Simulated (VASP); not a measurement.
# GeSb2Te4 (I-4m2) in VASP: single point with r2SCAN

Aim: the single point of GeSb2Te4 with r2SCAN.

All numbers are computed with VASP 6.6.1; they aren't measurements. Logs are shortened: lines on timing, memory, paths and dates and some standing lists are left out, and cuts for length are marked.

## 1. The cell of the first run

The structure is tetragonal, space group I-4m2 (No. 119). Conventional cell: a = 6.080 Å, b = 6.080 Å, c = 12.062 Å, α = 90.00°, β = 90.00°, γ = 90.00°. Ge (site symmetry -4m2) has 6 Te at 2.97 to 3.04 Å within 3.9 Å. Within 4.0 Å of Sb (site symmetry -4m2) lie 6 Te at 3.04 to 3.06 Å. Within 4.0 Å of Sb (site symmetry -4m2) lie 6 Te at 3.04 to 3.06 Å. Te (site symmetry 2mm) has 2 Ge at 3.04 Å and 3 Sb at 3.04 to 3.06 Å within 4.0 Å. Te (site symmetry 2mm) has 1 Ge at 2.97 Å and 3 Sb at 3.04 to 3.06 Å within 3.9 Å.

## 2. Single point, r2SCAN

Contents of POSCAR:

```
GeSb2Te4
1.0
   -3.0401988212      3.0401988212      6.0311327577
    3.0401988212     -3.0401988212      6.0311327577
    3.0401988212      3.0401988212     -6.0311327577
Ge Sb Te
1 2 4
Direct
    0.0000000000      0.0000000000      0.0000000000
    0.5000000000      0.5000000000      0.0000000000
    0.2500000000      0.7500000000      0.5000000000
    0.5033402249      0.0033402249      0.5000000000
    0.2461455232      0.2461455232      0.0000000000
    0.9966597751      0.4966597751      0.5000000000
    0.7538544768      0.7538544768      0.0000000000
```

Contents of INCAR.step1:

```
PREC = Accurate
ENCUT = 520
ISMEAR = 0
SIGMA = 0.1
LREAL = False
LASPH = True
NELM = 80
NBANDS = 33
GGA = PE
ALGO = Normal
EDIFF = 1E-4
LWAVE = True
LCHARG = False
```

Contents of INCAR.step2:

```
PREC = Accurate
ENCUT = 520
EDIFF = 1E-6
ISMEAR = 0
SIGMA = 0.1
LREAL = False
LASPH = True
NELM = 80
ALGO = Normal
ISIF = 2
LWAVE = False
LCHARG = False
METAGGA = R2SCAN
LMIXTAU = True
NBANDS = 33
ISTART = 1
```

Contents of KPOINTS:

```
regular mesh
0
Gamma
  8 8 8
```

Potentials or basis: VASP PAW PBE potentials, release 64 (Ge_d, Sb, Te).

The run is started by

```console
cat potpaw_PBE.64/Ge_d/POTCAR potpaw_PBE.64/Sb/POTCAR potpaw_PBE.64/Te/POTCAR > POTCAR
cp INCAR.step1 INCAR
mpirun -np 1 vasp_std > vasp.out
cp INCAR.step2 INCAR
mpirun -np 1 vasp_std > vasp.out
```

OUTCAR:

```text
PREC = Accurate
   ENCUT = 520
   EDIFF = 1E-6
   ISMEAR = 0
   LREAL = False
   LASPH = True
   NELM = 80
   ISIF = 2
   METAGGA = R2SCAN
   ISTART = 1

 ion  position               nearest neighbor table
   1  0.000  0.000  0.000-   5 2.97   7 2.97   6 3.04   4 3.04   4 3.04   6 3.04
   2  0.500  0.500  0.000-   4 3.04   6 3.04   4 3.04   6 3.04   5 3.06   7 3.06
   3  0.250  0.750  0.500-   7 3.04   5 3.04   7 3.04   5 3.04   4 3.06   6 3.06
   4  0.503  0.003  0.500-   1 3.04   2 3.04   2 3.04   1 3.04   3 3.06
   5  0.246  0.246  0.000-   1 2.97   3 3.04   3 3.04   2 3.06
   6  0.997  0.497  0.500-   2 3.04   1 3.04   1 3.04   2 3.04   3 3.06
   7  0.754  0.754  0.000-   1 2.97   3 3.04   3 3.04   2 3.06

  LATTYP: Found a body centered tetragonal cell.
 ALAT       =     6.0803976424
 C/A-ratio  =     1.9837955056

  Lattice vectors:

 A1 = (  -3.0401988212,   3.0401988212,   6.0311327577)
 A2 = (   3.0401988212,  -3.0401988212,   6.0311327577)
 A3 = (   3.0401988212,   3.0401988212,  -6.0311327577)

Analysis of symmetry for initial positions (statically):
=====================================================================
 Subroutine PRICEL returns:
 Original cell was already a primitive cell.

 Routine SETGRP: Setting up the symmetry group for a
 body centered tetragonal supercell.

 Subroutine GETGRP returns: Found  8 space group operations
 (whereof  8 operations were pure point group operations)
 out of a pool of 16 trial point group operations.

The static configuration has the point symmetry D_2d.

Analysis of symmetry for dynamics (positions and initial velocities):
=====================================================================
 Subroutine PRICEL returns:
 Original cell was already a primitive cell.

 Routine SETGRP: Setting up the symmetry group for a
 body centered tetragonal supercell.

 Subroutine GETGRP returns: Found  8 space group operations
 (whereof  8 operations were pure point group operations)
 out of a pool of 16 trial point group operations.

The dynamic configuration has the point symmetry D_2d.

 Subroutine INISYM returns: Found  8 space group operations
 (whereof  8 operations are pure point group operations),
 and found     1 'primitive' translations

----------------------------------------------------------------------------------------

                                     Primitive cell

  volume of cell :     222.9784

  direct lattice vectors                    reciprocal lattice vectors
    -3.040198821  3.040198821  6.031132758     0.000000000  0.164462928  0.082903166
     3.040198821 -3.040198821  6.031132758     0.164462928  0.000000000  0.082903166
     3.040198821  3.040198821 -6.031132758     0.164462928  0.164462928  0.000000000

  length of vectors
     7.406765832  7.406765832  7.406765832     0.184176518  0.184176518  0.232585703

  position of ions in fractional coordinates (direct lattice)
     0.000000000  0.000000000  0.000000000
     0.500000000  0.500000000  0.000000000
     0.250000000  0.750000000  0.500000000
     0.503340225  0.003340225  0.500000000
     0.246145523  0.246145523  0.000000000
     0.996659775  0.496659775  0.500000000
     0.753854477  0.753854477  0.000000000

  ion indices of the primitive-cell ions
   primitive index   ion index
                 1           1
                 2           2
                 3           3
                 4           4
                 5           5
                 6           6
                 7           7

----------------------------------------------------------------------------------------

 KPOINTS: regular mesh

Automatic generation of k-mesh.
 Grid dimensions read from file:
 generate k-points for:    8    8    8

 Generating k-lattice:

  Cartesian coordinates                     Fractional coordinates (reciprocal lattice)
     0.000000000  0.020557866  0.010362896     0.125000000 -0.000000000  0.000000000
     0.020557866  0.000000000  0.010362896    -0.000000000  0.125000000  0.000000000
     0.020557866  0.020557866  0.000000000     0.000000000  0.000000000  0.125000000

  Length of vectors
     0.023022065  0.023022065  0.029073213

  Shift w.r.t. Gamma in fractional coordinates (k-lattice)
     0.000000000  0.000000000  0.000000000

 Subroutine IBZKPT returns following result:
 ===========================================

 Found     59 irreducible k-points:

 Following reciprocal coordinates:
            Coordinates               Weight
  0.000000  0.000000  0.000000      1.000000
  0.125000  0.000000 -0.000000      8.000000
  0.250000  0.000000 -0.000000      8.000000
  0.375000  0.000000  0.000000      8.000000
  0.500000  0.000000 -0.000000      4.000000
  0.125000  0.125000 -0.000000      8.000000
[... 16 lines left out ...]
  0.250000  0.125000  0.125000     16.000000
  0.375000  0.125000  0.125000      8.000000
 [... further k-points ...]
   k-points           NKPTS =     59   k-points in BZ     NKDIM =     59   number of bands    NBANDS=     33
   number of dos      NEDOS =    301   number of ions     NIONS =      7
   total plane-waves  NPLWV = 175616
   dimension x,y,z NGX =    56 NGY =   56 NGZ =   56
   dimension x,y,z NGXF=   112 NGYF=  112 NGZF=  112
   ions per type =               1   2   4
   NGX,Y,Z   is equivalent  to a cutoff of  12.57, 12.57, 12.57 a.u.
   NGXF,Y,Z  is equivalent  to a cutoff of  25.14, 25.14, 25.14 a.u.
 SYSTEM =  unknown system
   PREC   = accura    normal or accurate (medium, high low for compatibility)
   ISTART =      1    job   : 0-new  1-cont  2-samecut
   ICHARG =      0    charge: 1-file 2-atom 10-const
   ISPIN  =      1    spin polarized calculation?
   LNONCOLLINEAR =      F non collinear calculations
   LSORBIT =      F    spin-orbit coupling
   LASPH  =      T    aspherical Exc in radial PAW
   ENCUT  =  520.0 eV  38.22 Ry    6.18 a.u.  13.77 13.77 13.77*2*pi/ulx,y,z
   NELM   =     80;   NELMIN=  2; NELMDL=  0     # of ELM steps
   EDIFF  = 0.1E-05   stopping-criterion for ELM
   LREAL  =      F    real-space projection
   EDIFFG = 0.1E-04   stopping-criterion for IOM
   NSW    =      0    number of steps for IOM
   IBRION =     -1    ionic relax: 0-MD 1-quasi-New 2-CG
   NFREE  =      0    steps in history (QN), initial steepest desc. (CG)
   ISIF   =      2    stress and relaxation
   ISYM   =      2    0-nonsym 1-usesym 2-fastsym
   POTIM  = 0.5000    time-step for ionic-motion
   TEBEG  =    0.0;   TEEND  =   0.0 temperature during run
   PSTRESS=    0.0 pullay stress
   NELECT =      48.0000    total number of electrons
   NUPDOWN=      -1.0000    fix difference up-down
   EMIN   =  10.00;   EMAX   =-10.00  energy-range for DOS
   EFERMI =   0.00;   METHOD = LEGACY
   ISMEAR =     0;   SIGMA  =   0.10  broadening in eV -4-tet -1-fermi 0-gaus
   EFERMI_NEDOS =   21; number of points for ismear=-14 and -15
   IALGO  =     38    algorithm
   IMIX   =      4    mixing-type and parameters
     AMIX     =   0.40;   BMIX     =  1.00
     AMIX_MAG =   1.60;   BMIX_MAG =  1.00
  volume/ion in A,a.u.               =      31.85       214.96
  Fermi-wavevector in a.u.,A,eV,Ry     =   0.981147  1.854100 13.097654  0.962650
  Thomas-Fermi vector in A             =   2.112132
   LORBIT       =      0    0 simple, 1 ext, 2 COOP (PROOUT), +10 PAW based schemes
   METAGGA = R2SCAN    functional components
   LHFCALC =     F    Hartree Fock is set to
   AEXX    =    0.0000 exact exchange contribution
   IVDW    =     0    specifies the selected vdW correction
   LEPSILON=     F    determine dielectric tensor
   LRPA    =     F    only Hartree local field effects (RPA)
 non-spin polarized calculation
 Gauss-broadening in eV      SIGMA  =   0.10
  energy-cutoff  :      520.00
  volume of cell :      222.98
 maximum number of plane-waves:      6021
   NGX = 27   NGY = 27   NGZ = 27

 number of electron      48.0000002 magnetization

 Free energy of the ion-electron system (eV)
  ---------------------------------------------------
  ext. energy  EPLUGINS =         0.00000000
  ---------------------------------------------------
  free energy    TOTEN  =      -166.86481666 eV

  energy without entropy =     -166.86007261  energy(sigma->0) =     -166.86244463

 E-fermi :   5.4833     XC(G=0):  -9.6816

 val. band max:        5.4585243992   @ k =   0.5000   0.5000   0.1250
 cond. band min:       5.4838871732   @ k =   0.5000   0.5000  -0.0000
 fundamental gap:      0.0253627740
 Fermi energy:         5.4832943184

 k-point     1 :       0.0000    0.0000    0.0000
  band No.  band energies     occupation
      1     -20.1035      2.00000
      2     -20.0951      2.00000
      3     -20.0863      2.00000
      4     -20.0793      2.00000
      5     -20.0793      2.00000
      6      -7.9653      2.00000
[... 25 lines left out ...]
     32      11.1839      0.00000
     33      11.2403      0.00000

 k-point     2 :       0.1250    0.0000   -0.0000
  band No.  band energies     occupation
      1     -20.1034      2.00000
      2     -20.0951      2.00000
      3     -20.0863      2.00000
      4     -20.0793      2.00000
      5     -20.0793      2.00000
      6      -7.8991      2.00000
[... 25 lines left out ...]
     32      10.8965      0.00000
     33      11.0351      0.00000

 k-point     3 :       0.2500    0.0000   -0.0000
  band No.  band energies     occupation
      1     -20.1034      2.00000
      2     -20.0951      2.00000
      3     -20.0863      2.00000
      4     -20.0793      2.00000
      5     -20.0793      2.00000
      6      -7.7049      2.00000
[... 25 lines left out ...]
     32      10.4359      0.00000
     33      10.4981      0.00000

 k-point     4 :       0.3750    0.0000    0.0000
  band No.  band energies     occupation
      1     -20.1034      2.00000
      2     -20.0952      2.00000
      3     -20.0863      2.00000
      4     -20.0793      2.00000
      5     -20.0793      2.00000
      6      -7.4046      2.00000
[... 25 lines left out ...]
     32      10.1523      0.00000
     33      10.5695      0.00000

 k-point     5 :       0.5000    0.0000   -0.0000
  band No.  band energies     occupation
      1     -20.1034      2.00000
      2     -20.0952      2.00000
      3     -20.0863      2.00000
      4     -20.0793      2.00000
      5     -20.0793      2.00000
      6      -7.1541      2.00000
[... 604 lines left out ...]
 k-point    22 :       0.1250    0.1250    0.1250
  band No.  band energies     occupation
      1     -20.1034      2.00000
      2     -20.0952      2.00000
      3     -20.0863      2.00000
      4     -20.0793      2.00000
      5     -20.0793      2.00000
      6      -7.4937      2.00000
[... 25 lines left out ...]
     32       9.4346      0.00000
     33      10.3517      0.00000

 k-point    23 :       0.2500    0.1250    0.1250
  band No.  band energies     occupation
      1     -20.1034      2.00000
      2     -20.0952      2.00000
      3     -20.0863      2.00000
      4     -20.0794      2.00000
      5     -20.0793      2.00000
      6      -7.1934      2.00000
[... 25 lines left out ...]
     32       9.2594      0.00000
     33       9.7551      0.00000

 k-point    24 :       0.3750    0.1250    0.1250
  band No.  band energies     occupation
      1     -20.1034      2.00000
      2     -20.0952      2.00000
      3     -20.0863      2.00000
      4     -20.0794      2.00000
      5     -20.0793      2.00000
      6      -6.9378      2.00000
[... 25 lines left out ...]
     32       9.2123      0.00000
     33       9.3224      0.00000

 [... further k-points ...]
[... 5 lines left out ...]
  --------------------------------------------------------------------------------------
  -------------------------------------------------------------------------------------
  Total       -0.0812228     -0.0812228     -0.0690540      0.0000000      0.0000000      0.0000000
  in kB       -0.5836143     -0.5836143     -0.4961767      0.0000000      0.0000000      0.0000000
  external PRESSURE =      -0.5544685 kB  Pullay stress =       0.0000000 kB

 VOLUME and BASIS-vectors are now :
 -----------------------------------------------------------------------------
  energy-cutoff  :      520.00
  volume of cell :      222.98
      direct lattice vectors                 reciprocal lattice vectors
    -3.040198821  3.040198821  6.031132758     0.000000000  0.164462928  0.082903166
     3.040198821 -3.040198821  6.031132758     0.164462928  0.000000000  0.082903166
     3.040198821  3.040198821 -6.031132758     0.164462928  0.164462928  0.000000000

 POSITION                                       TOTAL-FORCE (eV/Angst)
 -----------------------------------------------------------------------------------
      0.00000      0.00000      0.00000         0.000000     -0.000000     -0.000000
      0.00000      0.00000      6.03113         0.000000     -0.000000     -0.000000
      3.04020      0.00000      3.01557         0.000000     -0.000000     -0.000000
      0.00000      3.04020      0.04029        -0.000000      0.000000     -0.003797
      0.00000      0.00000      2.96907         0.000000     -0.000000     -0.001006
      0.00000      3.04020      5.99084        -0.000000      0.000000      0.003797
      0.00000      0.00000      9.09319         0.000000     -0.000000      0.001006
 -----------------------------------------------------------------------------------
    total drift:                                0.000000     -0.000000     -0.000000

  FREE ENERGIE OF THE ION-ELECTRON SYSTEM (eV)
  ---------------------------------------------------
  free  energy   TOTEN  =      -166.8648166555 eV

  energy  without entropy=     -166.8600726055  energy(sigma->0) =     -166.86244463
```

Run time: 15 min. Hardware: 1 thread of Intel Xeon 6975P-C (Granite Rapids), shared host; peak memory 0.74 GiB.

What came out:

| Item | Value |
| --- | --- |
| Free energy | -166.8648 eV |
| Pressure | -0.1 GPa |
| Largest force | 0.004 eV/Å |
| Band gap on the k mesh | zero (bands 24 and 25 overlap by 0.14 eV) |

Forces on the atoms (eV/Å):
```
Ge   0.000  0.000  0.000
Sb   0.000  0.000  0.000
Sb   0.000  0.000  0.000
Te   0.000  0.000 -0.004
Te   0.000  0.000 -0.001
Te   0.000  0.000  0.004
Te   0.000  0.000  0.001
```

Levels at points of the mesh, in eV from the Fermi level:
```csv
k point,band 21,band 22,band 23,band 24,band 25,band 26,band 27,band 28
"(0.00, 0.00, 0.00)",-0.93,-0.52,-0.52,-0.19,0.70,2.31,3.20,3.90
"(0.50, 0.00, 0.00)",-1.15,-0.89,-0.74,-0.43,0.24,1.09,1.56,2.13
"(0.50, 0.50, 0.00)",-0.83,-0.66,-0.56,-0.05,0.00,0.18,0.26,0.44
"(0.50, 0.50, 0.50)",-2.32,-0.87,-0.75,-0.75,1.68,3.28,3.28,3.56
```

Caveat: the PAW data sets were made with another functional, which shifts forces and pressure a little; spin-orbit coupling is left out, which moves the levels of the heavy elements.

The gap in the log of VASP goes by the Fermi energy; the results here count the filled bands.